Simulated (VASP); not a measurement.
NiPt:

```
Ni Pt
1.0
     2.70994    0.00000    0.00000
     0.00000    2.70994    0.00000
     0.00000    0.00000    7.15664
Ni Pt
2 2
Direct
  0.50000 0.50000 0.25000
  0.50000 0.50000 0.75000
  0.00000 0.00000 0.00000
  0.00000 0.00000 0.50000
```

Base run:

| Property | Result |
| --- | --- |
| Program | VASP 6.6.1 |
| Functional | PBEsol |
| Potentials or basis | VASP PAW PBE potentials, release 64 (Ni, Pt) |
| Cutoff | 520 eV |
| k mesh | 10 × 10 × 4 |
| Occupations | fermi-dirac, width 0.1 eV |
| Spin | no spin polarisation |

Its results: pressure -6.8 GPa.

Problem. The run is repeated on the same cell with these changes: spin from no spin polarisation to collinear spin, ferromagnetic start; further incar settings from ALGO = Normal; EDIFF = 1e-06; NBANDS = 28 to ALGO = Normal; EDIFF = 1e-07; NBANDS = 32. What comes out?

Solution. Pressure -5.6 GPa; net moment 1.88 μB per cell; site moments Ni +0.65; Pt +0.29 μB.

Caveats: the PAW data sets were made with another functional, which shifts forces and pressure a little.
